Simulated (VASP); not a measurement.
Write the native input for VASP 6.6.1 that does the following.

| Quantity | Value |
| --- | --- |
| Task | single point |
| Functional | r2SCAN |
| Potentials or basis | VASP PAW PBE potentials, release 64 (Hf_pv, O) |
| Cutoff | 520 eV |
| k mesh | 7 × 7 × 3 |
| Occupations | gaussian, width 0.05 eV |
| Spin | no spin polarisation |
| Dipole correction | no |
| Further INCAR settings | ALGO = Normal; EDIFF = 1e-07; NBANDS = 43 |

HfO2:

```xyz
9
Lattice="2.5292 -2.5292 0.0000 2.5292 0.0000 -2.5292 5.6357 5.6357 5.6357" Properties=species:S:1:pos:R:3 pbc="T T T"
Hf    4.2154    4.2154    4.2154
Hf    4.2154    1.6862    1.6862
Hf    4.2154   -0.8430   -0.8430
O     5.4799    0.4216    0.4216
O     2.9508   -2.1075    0.4216
O     5.4799    2.9508    2.9508
O     8.0091    2.9508    2.9508
O     5.4799    0.4216    2.9508
O     2.9508    0.4216    0.4216
```

This cell differs from its parent crystal: the distance across one plane changed.

The input as run:

POSCAR

```
HfO2
1.0
    2.5291609878     -2.5291609878      0.0000000000
    2.5291609878      0.0000000000     -2.5291609878
    5.6356722448      5.6356722448      5.6356722448
Hf O
3 6
Direct
    0.0000000000      0.0000000000      0.7479768935
    0.3333333333      0.3333333333      0.4487921198
    0.6666666667      0.6666666667      0.1496073461
    0.6666666667      0.6666666667      0.3739959264
    1.0000000000      0.0000000000      0.0748111527
    0.3333333333      0.3333333333      0.6731807001
    0.6666666667      0.6666666667      0.8227730869
    1.0000000000      0.0000000000      0.5235883132
    0.3333333333      0.3333333333      0.2244035395
```

INCAR.step1

```
SYSTEM = HfO2
PREC     = Accurate       ! precision mode
ENCUT    = 520            ! plane-wave cutoff, eV
ISMEAR   = 0              ! smearing method
SIGMA    = 0.05           ! smearing width, eV
LREAL    = .False.        ! projectors in reciprocal space
LASPH    = .True.         ! aspherical terms in the spheres
NELM     = 100            ! most SCF steps
NBANDS   = 43             ! bands
GGA      = PE             ! functional
ALGO     = Normal         ! electronic algorithm
EDIFF    = 1E-4           ! SCF threshold, eV
LWAVE    = .True.         ! write WAVECAR
LCHARG   = .False.        ! write CHGCAR
```

INCAR.step2

```
SYSTEM = HfO2
PREC     = Accurate       ! precision mode
ENCUT    = 520            ! plane-wave cutoff, eV
EDIFF    = 1E-7           ! SCF threshold, eV
ISMEAR   = 0              ! smearing method
SIGMA    = 0.05           ! smearing width, eV
LREAL    = .False.        ! projectors in reciprocal space
LASPH    = .True.         ! aspherical terms in the spheres
NELM     = 100            ! most SCF steps
ALGO     = Normal         ! electronic algorithm
ISIF     = 2              ! what is computed and relaxed
LWAVE    = .False.        ! write WAVECAR
LCHARG   = .False.        ! write CHGCAR
METAGGA  = R2SCAN         ! meta-GGA
LMIXTAU  = .True.       
NBANDS   = 43             ! bands
ISTART   = 1
```

KPOINTS

```
regular mesh
0
Gamma
  7 7 3
  0 0 0
```

Potentials or basis: VASP PAW PBE potentials, release 64 (Hf_pv, O).

Run with:

```console
$ cat potpaw_PBE.64/Hf_pv/POTCAR potpaw_PBE.64/O/POTCAR > POTCAR
$ cp INCAR.step1 INCAR
$ mpirun -np 1 vasp_std > vasp.out
$ cp INCAR.step2 INCAR
$ mpirun -np 1 vasp_std > vasp.out
```

It gave:

* Pressure: -11.9 GPa
* Largest force: 0.676 eV/Å
* Band gap on the k mesh: 4.63 eV (least direct gap 4.73 eV)

Caveat: the cell differs from its parent crystal (the distance across one plane changed); the cell stands under tension; the PAW data sets were made with another functional, which shifts forces and pressure a little; spin-orbit coupling is left out, which moves the levels of the heavy elements; an odd mesh through Γ misses points on the zone boundary, where band edges can lie.

Run time: 5.1 min on 1 thread of Intel(R) Xeon(R) 6975P-C (Granite Rapids), on a shared host, peak memory 0.29 GiB.
